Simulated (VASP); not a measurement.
# Al2InN3 (Cmc2_1) in VASP: further runs, part 2 of 2

VASP 6.6.1. The steps go on from the part before.

## Step 3: Single point, PBE (strain along c alone, the other axes held: -4.0 %, then relaxed in part)

INCAR reads:

```
SYSTEM = Al2InN3
PREC = Accurate
ENCUT = 520
EDIFF = 1E-6
ISMEAR = 0
SIGMA = 0.02
LREAL = .FALSE.
LASPH = .TRUE.
NELM = 80
ALGO = Normal
ISIF = 2
LWAVE = .FALSE.
LCHARG = .FALSE.
GGA = PE
NBANDS = 46
```

KPOINTS reads:

```
Automatic mesh
0
G
  6 6 6
  0 0 0
```

POSCAR reads:

```
Al2InN3
1.0
    4.9170037426     -2.8277246663      0.0000000000
    4.9170037426      2.8277246663      0.0000000000
    0.0000000000      0.0000000000      5.0394310338
Al In N
4 2 6
Direct
    0.0084164715      0.3349175523      0.9890393185
    0.6650824477      0.9915835285      0.9890393185
    0.9915835285      0.6650824477      0.4890393185
    0.3349175523      0.0084164715      0.4890393185
    0.3219177494      0.6780822506      0.9783531564
    0.6780822506      0.3219177494      0.4783531564
    0.0373153966      0.3335689665      0.3605169262
    0.6664310335      0.9626846034      0.3605169262
    0.9626846034      0.6664310335      0.8605169262
    0.3335689665      0.0373153966      0.8605169262
    0.2980118391      0.7019881609      0.4105343241
    0.7019881609      0.2980118391      0.9105343241
```

Potentials or basis: VASP PAW PBE potentials, release 64 (Al, In_d, N).

Launch:

```
$ cat potpaw_PBE.64/Al/POTCAR potpaw_PBE.64/In_d/POTCAR potpaw_PBE.64/N/POTCAR > POTCAR
$ mpirun -np 1 vasp_std > vasp.out
```

OUTCAR:

```text
SYSTEM = Al2InN3
   PREC = Accurate
   ENCUT = 520
   EDIFF = 1E-6
   ISMEAR = 0
   LREAL = .FALSE.
   LASPH = .TRUE.
   NELM = 80
   ISIF = 2
   GGA = PE

 ion  position               nearest neighbor table
   1  0.008  0.335  0.989-   7 1.88   9 1.88  10 1.88  12 1.89   3 3.11   3 3.11   6 3.12   4 3.12
                             4 3.12   6 3.21   2 3.22   2 3.22   5 3.22   5 3.23   5 3.37
   2  0.665  0.992  0.989-   8 1.88  10 1.88   9 1.88  12 1.89   4 3.11   4 3.11   6 3.12   3 3.12
                             3 3.12   6 3.21   1 3.22   1 3.22   5 3.22   5 3.23   5 3.37
   3  0.992  0.665  0.489-   9 1.88   7 1.88   8 1.88  11 1.89   1 3.11   1 3.11   5 3.12   2 3.12
                             2 3.12   5 3.21   4 3.22   4 3.22   6 3.22   6 3.23   6 3.37
   4  0.335  0.008  0.489-  10 1.88   8 1.88   7 1.88  11 1.89   2 3.11   2 3.11   5 3.12   1 3.12
                             1 3.12   5 3.21   3 3.22   3 3.22   6 3.22   6 3.23   6 3.37
   5  0.322  0.678  0.978-   9 2.16  10 2.16  12 2.18  11 2.18  11 2.86   4 3.12   3 3.12   4 3.21
                             3 3.21   1 3.22   2 3.22   6 3.23   6 3.23   1 3.23   2 3.23   2 3.37
   6  0.678  0.322  0.478-   7 2.16   8 2.16  11 2.18  12 2.18  12 2.86   2 3.12   1 3.12   2 3.21
                             1 3.21   4 3.22   3 3.22   5 3.23   5 3.23   3 3.23   4 3.23   4 3.37
   7  0.037  0.334  0.361-   1 1.88   3 1.88   4 1.88   6 2.16
   8  0.666  0.963  0.361-   2 1.88   4 1.88   3 1.88   6 2.16
   9  0.963  0.666  0.861-   3 1.88   1 1.88   2 1.88   5 2.16
  10  0.334  0.037  0.861-   4 1.88   2 1.88   1 1.88   5 2.16
  11  0.298  0.702  0.411-   3 1.89   4 1.89   6 2.18   5 2.18   5 2.86
  12  0.702  0.298  0.911-   1 1.89   2 1.89   5 2.18   6 2.18   6 2.86

  LATTYP: Found a base centered orthorhombic cell.
 ALAT       =     5.6554493326
 B/A-ratio  =     1.7388552009
 C/A-ratio  =     0.8910752687

  Lattice vectors:

 A1 = (  -4.9170037426,  -2.8277246663,   0.0000000000)
 A2 = (   4.9170037426,  -2.8277246663,   0.0000000000)
 A3 = (   0.0000000000,   0.0000000000,   5.0394310338)

Analysis of symmetry for initial positions (statically):
=====================================================================
 Subroutine PRICEL returns:
 Original cell was already a primitive cell.

 Routine SETGRP: Setting up the symmetry group for a
 base centered orthorhombic supercell.

[... 181 lines left out ...]
  ---------------------------------------------------
  ext. energy  EPLUGINS =         0.00000000
  ---------------------------------------------------
  free energy    TOTEN  =       -80.60508523 eV

  energy without entropy =      -80.60508523  energy(sigma->0) =      -80.60508523

 E-fermi :   6.7645     XC(G=0): -11.0445

 val. band max:        6.6672988411   @ k =   0.0000   0.0000   0.0000
 cond. band min:       8.9037671049   @ k =   0.0000   0.0000   0.0000
 fundamental gap:      2.2364682637
 Fermi energy:         6.7644632676

 k-point     1 :       0.0000    0.0000    0.0000
  band No.  band energies     occupation
      1      -8.4260      2.00000
      2      -7.7938      2.00000
      3      -7.4489      2.00000
      4      -7.2261      2.00000
      5      -7.1704      2.00000
      6      -7.0034      2.00000
[... 1165 lines left out ...]
     45      15.8485      0.00000
     46      15.9660      0.00000

 [... further k-points ...]

------------------------ aborting loop because EDIFF is reached ----------------------------------------

  FORCE on cell =-STRESS in cart. coord.  units (eV):
  Direction    XX          YY          ZZ          XY          YZ          ZX
  --------------------------------------------------------------------------------------
  -------------------------------------------------------------------------------------
  Total        3.7642355      3.8618159     10.9177937      0.0000000      0.0000000      0.0000000
  in kB       43.0366255     44.1522648    124.8234858      0.0000000      0.0000000      0.0000000
  external PRESSURE =      70.6707920 kB  Pullay stress =       0.0000000 kB

 VOLUME and BASIS-vectors are now :
 -----------------------------------------------------------------------------
  energy-cutoff  :      520.00
  volume of cell :      140.14
      direct lattice vectors                 reciprocal lattice vectors
     4.917003743 -2.827724666  0.000000000     0.101687944 -0.176820610  0.000000000
     4.917003743  2.827724666  0.000000000     0.101687944  0.176820610  0.000000000
     0.000000000  0.000000000  5.039431034     0.000000000  0.000000000  0.198435100

 POSITION                                       TOTAL-FORCE (eV/Angst)
 -----------------------------------------------------------------------------------
      1.68817      0.92326      4.98420        -0.001290      0.000560     -0.000295
      8.14583      0.92326      4.98420         0.001290      0.000560     -0.000295
      8.14583     -0.92326      2.46448         0.001290     -0.000560     -0.000295
      1.68817     -0.92326      2.46448        -0.001290     -0.000560     -0.000295
      4.91700      1.00714      4.93034         0.000000      0.001627     -0.008435
      4.91700     -1.00714      2.41063         0.000000     -0.001627     -0.008435
      1.82364      0.83772      1.81680         0.024301     -0.011145     -0.007413
      8.01037      0.83772      1.81680        -0.024301     -0.011145     -0.007413
      8.01037     -0.83772      4.33652        -0.024301      0.011145     -0.007413
      1.82364     -0.83772      4.33652         0.024301      0.011145     -0.007413
      4.91700      1.14233      2.06886         0.000000      0.027158      0.023852
      4.91700     -1.14233      4.58857         0.000000     -0.027158      0.023852
 -----------------------------------------------------------------------------------
    total drift:                                0.000000      0.000000     -0.000503

  FREE ENERGIE OF THE ION-ELECTRON SYSTEM (eV)
  ---------------------------------------------------
  free  energy   TOTEN  =       -80.6050852272 eV

  energy  without entropy=      -80.6050852272  energy(sigma->0) =      -80.60508523
```

Run time: 8.6 min. Hardware: 1 thread of Oxide Virtual Turin-like, shared host; peak memory 0.38 GiB.

What came out:

```yaml
Free_energy: -80.6051 eV
Pressure: 7.1 GPa
Largest_force: 0.036 eV/Å
Band_gap_on_the_k_mesh: 2.24 eV
```

Forces on the atoms (eV/Å):
```
Al  -0.001  0.001  0.000
Al   0.001  0.001  0.000
Al   0.001 -0.001  0.000
Al  -0.001 -0.001  0.000
In   0.000  0.002 -0.008
In   0.000 -0.002 -0.008
N    0.024 -0.011 -0.007
N   -0.024 -0.011 -0.007
N   -0.024  0.011 -0.007
N    0.024  0.011 -0.007
N    0.000  0.027  0.024
N    0.000 -0.027  0.024
```

Stress tensor (GPa, compression positive):
```
 4.30  0.00  0.00
 0.00  4.42  0.00
 0.00  0.00 12.48
```

Caveat: the cell differs from its parent crystal (strain along c alone, the other axes held: -4.0 %, then relaxed in part); the stress differs along the axes, from 4 to 12 GPa; spin-orbit coupling is left out, which moves the levels of the heavy elements. A k mesh can miss the band edges.

## Step 4: Single point, PBE

This run uses another cell than the first one, of 11.68 Å³/atom.

INCAR reads:

```
  ALGO = Normal
  EDIFF = 1E-7
  ENCUT = 520
  GGA = PE
  ISIF = 2
  ISMEAR = 0
  LASPH = T
  LCHARG = T
  LELF = T
  LREAL = F
  LVHAR = T
  LWAVE = F
  NBANDS = 46
  NELM = 100
  PREC = Accurate
  SIGMA = 0.02
```

KPOINTS reads:

```
k-points
0
Gamma
  6 6 6
```

POSCAR is that of step 3.

Launch:

```
$ cat potpaw_PBE.64/Al/POTCAR potpaw_PBE.64/In_d/POTCAR potpaw_PBE.64/N/POTCAR > POTCAR
$ mpirun -np 1 vasp_std > vasp.out
```

Wall time 10 min (1 thread of Oxide Virtual Turin-like, shared host); peak memory 0.38 GiB.

It converged, with:

```
Free energy            : -80.6051 eV
Pressure               : 7.1 GPa
Largest force          : 0.036 eV/Å
Band gap on the k mesh : 2.24 eV
```

Forces on the atoms (eV/Å):
```
Al  -0.001  0.000  0.000
Al   0.001  0.000  0.000
Al   0.001  0.000  0.000
Al  -0.001  0.000  0.000
In   0.000  0.002 -0.009
In   0.000 -0.002 -0.009
N    0.024 -0.011 -0.007
N   -0.024 -0.011 -0.007
N   -0.024  0.011 -0.007
N    0.024  0.011 -0.007
N    0.000  0.027  0.024
N    0.000 -0.027  0.024
```

Stress tensor (GPa, compression positive):
```
 4.30  0.00  0.00
 0.00  4.41  0.00
 0.00  0.00 12.48
```

Levels at points of the mesh, in eV from the valence-band top:
| k point | band 30 | band 31 | band 32 | band 33 | band 34 | band 35 | band 36 | band 37 | band 38 | band 39 |
| --- | --- | --- | --- | --- | --- | --- | --- | --- | --- | --- |
| (0.00, 0.00, 0.00) | -0.97 | -0.95 | -0.30 | -0.29 | 0.00 | 2.24 | 4.24 | 5.41 | 5.72 | 7.58 |
| (0.50, 0.00, 0.00) | -1.00 | -0.94 | -0.70 | -0.64 | -0.49 | 4.26 | 4.41 | 5.79 | 5.91 | 6.67 |
| (0.50, 0.50, 0.00) | -1.16 | -0.86 | -0.74 | -0.56 | -0.48 | 3.94 | 4.72 | 5.45 | 6.08 | 6.30 |
| (0.00, 0.00, 0.50) | -0.69 | -0.66 | -0.66 | -0.15 | -0.15 | 4.35 | 4.35 | 6.82 | 6.82 | 6.93 |
| (0.50, 0.00, 0.50) | -1.44 | -1.15 | -1.15 | -0.50 | -0.50 | 4.54 | 4.54 | 5.54 | 5.54 | 6.02 |
| (0.50, 0.50, 0.50) | -1.18 | -1.18 | -1.18 | -0.60 | -0.60 | 4.78 | 4.78 | 5.59 | 5.59 | 5.77 |

Caveat: the stress differs along the axes, from 4 to 12 GPa; spin-orbit coupling is left out, which moves the levels of the heavy elements.
